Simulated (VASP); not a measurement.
# Sb in VASP: single point with revPBE+D3(BJ)

Aim: the single point of Sb with revPBE+D3(BJ).

All numbers are computed with VASP 6.6.1; they aren't measurements. Logs are shortened: lines on timing, memory, paths and dates and some standing lists are left out, and cuts for length are marked.

### Step 1. The cell of the first run

The cell holds a sheet with vacuum, 2 atoms: a = 4.059 Å, b = 4.059 Å, c = 27.100 Å, α = 90.00°, β = 90.00°, γ = 120.00°.

### Step 2. Single point, revPBE+D3(BJ)

INCAR

```
SYSTEM = Sb
PREC = Accurate
ENCUT = 400
EDIFF = 1E-6
ISMEAR = 0
SIGMA = 0.03
LREAL = .FALSE.
LASPH = .TRUE.
NELM = 120
ALGO = Normal
ISIF = 2
LWAVE = .FALSE.
LCHARG = .FALSE.
LDIPOL = .TRUE.
IDIPOL = 3
DIPOL = 0.5 0.5 0.289
GGA = RE
IVDW = 12
NBANDS = 12
GGA_COMPAT = .FALSE.
NELMDL = -8
```

KPOINTS

```
regular mesh
0
G
  12 12 1
  0 0 0
```

POSCAR

```
Sb
1.0
    4.0587738351      0.0000000000      0.0000000000
   -2.0293869175      3.5150012494      0.0000000000
    0.0000000000      0.0000000000     27.1000000030
Sb
2
Direct
    0.3333333333      0.6666666667      0.2580857549
    0.6666666667      0.3333333333      0.3194050200
```

Potentials or basis: VASP PAW PBE potentials, release 64 (Sb).

Run with:

```console
> cat potpaw_PBE.64/Sb/POTCAR > POTCAR
> mpirun -np 1 vasp_std > vasp.out
```

OUTCAR:

```text
SYSTEM = Sb
   PREC = Accurate
   ENCUT = 400
   EDIFF = 1E-6
   ISMEAR = 0
   LREAL = .FALSE.
   LASPH = .TRUE.
   NELM = 120
   ISIF = 2
   GGA = RE
   IVDW = 12
   NELMDL = -8
 IVDW          = 12

 ion  position               nearest neighbor table
   1  0.333  0.667  0.258-   2 2.87   2 2.87   2 2.87
   2  0.667  0.333  0.319-   1 2.87   1 2.87   1 2.87

  LATTYP: Found a hexagonal cell.
 ALAT       =     4.0587738351
 C/A-ratio  =     6.6768933437

  Lattice vectors:

 A1 = (   4.0587738351,   0.0000000000,   0.0000000000)
 A2 = (  -2.0293869175,   3.5150012494,   0.0000000000)
 A3 = (   0.0000000000,   0.0000000000,  27.1000000030)

Analysis of symmetry for initial positions (statically):
=====================================================================
 Subroutine PRICEL returns:
 Original cell was already a primitive cell.

 Routine SETGRP: Setting up the symmetry group for a
 hexagonal supercell.

 Subroutine GETGRP returns: Found 12 space group operations
 (whereof  6 operations were pure point group operations)
 out of a pool of 24 trial point group operations.

The static configuration has the point symmetry C_3v.
 The point group associated with its full space group is D_3d.

Analysis of symmetry for dynamics (positions and initial velocities):
=====================================================================
 Subroutine PRICEL returns:
 Original cell was already a primitive cell.

 Routine SETGRP: Setting up the symmetry group for a
 hexagonal supercell.

 Subroutine GETGRP returns: Found 12 space group operations
 (whereof  6 operations were pure point group operations)
 out of a pool of 24 trial point group operations.

The dynamic configuration has the point symmetry C_3v.
 The point group associated with its full space group is D_3d.

 Subroutine INISYM returns: Found 12 space group operations
 (whereof  6 operations are pure point group operations),
 and found     1 'primitive' translations

----------------------------------------------------------------------------------------

                                     Primitive cell

  volume of cell :     386.6247

  direct lattice vectors                    reciprocal lattice vectors
     4.058773835  0.000000000  0.000000000     0.246379828  0.142247460  0.000000000
    -2.029386918  3.515001249  0.000000000     0.000000000  0.284494920  0.000000000
     0.000000000  0.000000000 27.100000003     0.000000000  0.000000000  0.036900369

  length of vectors
     4.058773835  4.058773835 27.100000003     0.284494920  0.284494920  0.036900369

[... 91 lines left out ...]
   IALGO  =     38    algorithm
   IMIX   =      4    mixing-type and parameters
     AMIX     =   0.40;   BMIX     =  1.00
     AMIX_MAG =   1.60;   BMIX_MAG =  1.00
  volume/ion in A,a.u.               =     193.31      1304.54
  Fermi-wavevector in a.u.,A,eV,Ry     =   0.484148  0.914907  3.189198  0.234399
  Thomas-Fermi vector in A             =   1.483690
   LORBIT       =      0    0 simple, 1 ext, 2 COOP (PROOUT), +10 PAW based schemes
   GGA     = RE    functional components
   LHFCALC =     F    Hartree Fock is set to
   AEXX    =    0.0000 exact exchange contribution
   IVDW    =    12    specifies the selected vdW correction
   LEPSILON=     F    determine dielectric tensor
   LRPA    =     F    only Hartree local field effects (RPA)
 non-spin polarized calculation
 Gauss-broadening in eV      SIGMA  =   0.03
  energy-cutoff  :      400.00
  volume of cell :      386.62
 maximum number of plane-waves:      7097
 NGX is ok and might be reduce to    28
   NGX = 13   NGY = 13   NGZ = 89

 dipolmoment           0.000000      0.000000      0.000000 electrons x Angstroem

 number of electron      10.0000000 magnetization

 dipolmoment           0.000000      0.000000     -0.000000 electrons x Angstroem

 Free energy of the ion-electron system (eV)
  ---------------------------------------------------
  ext. energy  EPLUGINS =         0.00000000
  ---------------------------------------------------
  free energy    TOTEN  =        -7.61944633 eV

  energy without entropy =       -7.61944633  energy(sigma->0) =       -7.61944633

 E-fermi :  -2.6842     XC(G=0):  -2.0143

 val. band max:       -2.8095325970   @ k =   0.0000   0.0000   0.0000
 cond. band min:      -1.6319470357   @ k =   0.3333   0.0000   0.0000
 fundamental gap:      1.1775855613
 Fermi energy:        -2.6842241132

 k-point     1 :       0.0000    0.0000    0.0000
  band No.  band energies     occupation
      1     -14.3333      2.00000
      2      -9.2939      2.00000
      3      -3.6464      2.00000
      4      -2.8095      2.00000
      5      -2.8095      2.00000
      6      -1.1170      0.00000
      7      -0.0285      0.00000
      8      -0.0285      0.00000
      9       1.2264      0.00000
     10       1.4575      0.00000
     11       1.9313      0.00000
     12       2.2292      0.00000
[... 256 lines left out ...]
 k-point    19 :       0.3333    0.3333    0.0000
  band No.  band energies     occupation
      1     -11.4090      2.00000
      2     -11.4090      2.00000
      3      -6.5200      2.00000
      4      -4.7820      2.00000
      5      -4.7820      2.00000
      6      -1.4957      0.00000
      7       0.6709      0.00000
      8       0.6709      0.00000
      9       3.7394      0.00000
     10       4.5410      0.00000
     11       4.5410      0.00000
     12       4.9812      0.00000

------------------------ aborting loop because EDIFF is reached ----------------------------------------

 vacuum level on the upper side and lower side of the slab       (xc-potential included)        -0.008        -0.008

 Edisp (eV)   -0.92195

 E8    (eV) :    -0.6876

  FORCE on cell =-STRESS in cart. coord.  units (eV):
  Direction    XX          YY          ZZ          XY          YZ          ZX
  --------------------------------------------------------------------------------------
  -------------------------------------------------------------------------------------
  Total       0.00254     0.00254     0.12051     0.00000     0.00000     0.00000
  in kB       0.01051     0.01051     0.49941     0.00000     0.00000     0.00000
  external pressure =        0.17 kB  Pullay stress =        0.00 kB

 VOLUME and BASIS-vectors are now :
 -----------------------------------------------------------------------------
  energy-cutoff  :      400.00
  volume of cell :      386.62
      direct lattice vectors                 reciprocal lattice vectors
     4.058773835  0.000000000  0.000000000     0.246379828  0.142247460  0.000000000
    -2.029386918  3.515001249  0.000000000     0.000000000  0.284494920  0.000000000
     0.000000000  0.000000000 27.100000003     0.000000000  0.000000000  0.036900369

 POSITION                                       TOTAL-FORCE (eV/Angst)
 -----------------------------------------------------------------------------------
     -0.00000      2.34333      6.99412         0.000000     -0.000000     -0.076191
      2.02939      1.17167      8.65588         0.000000      0.000000      0.076191
 -----------------------------------------------------------------------------------
    total drift:                               -0.000000     -0.000000     -0.000001

  FREE ENERGIE OF THE ION-ELECTRON SYSTEM (eV)
  ---------------------------------------------------
  free  energy   TOTEN  =        -8.5414012841 eV

  energy  without entropy=       -8.5414012841  energy(sigma->0) =       -8.54140128

 vacuum level on the upper side and lower side of the slab         1.762         1.762
```

OSZICAR:

```text
N       E                     dE             d eps       ncg     rms          rms(c)
DAV:   1     0.505841676144E+02    0.50584E+02   -0.23016E+03   456   0.422E+02
DAV:   2    -0.296474518485E+01   -0.53549E+02   -0.48543E+02   716   0.789E+01
DAV:   3    -0.755545427018E+01   -0.45907E+01   -0.45753E+01   608   0.287E+01
[... 14 lines left out ...]
DAV:  18    -0.761942741917E+01   -0.28535E-04   -0.19832E-06   608   0.365E-03    0.682E-04
DAV:  19    -0.761943432677E+01   -0.69076E-05   -0.17612E-07   656   0.105E-03    0.272E-04
DAV:  20    -0.761944394604E+01   -0.96193E-05   -0.38666E-07   524   0.140E-03    0.176E-04
DAV:  21    -0.761944579984E+01   -0.18538E-05   -0.67778E-08   568   0.509E-04    0.609E-05
DAV:  22    -0.761944632915E+01   -0.52931E-06   -0.10598E-08   492   0.226E-04
   1 F= -.85414013E+01 E0= -.85414013E+01  d E =-.622455E-11
```

It took 69 s on 1 thread of AMD EPYC 9R45 (Zen 5), shared host; peak memory 0.32 GiB.

Results:

- Free energy: -8.5414 eV
- Largest force: 0.076 eV/Å
- Band gap on the k mesh: 1.18 eV, indirect (least direct gap 1.69 eV)
- Dispersion energy per atom: -0.461 eV

Forces on the atoms (eV/Å):
```
Sb   0.000  0.000 -0.076
Sb   0.000  0.000  0.076
```

Caveat: the PAW data sets were made with another functional, which shifts forces and pressure a little; spin-orbit coupling is left out, which moves the levels of the heavy elements.
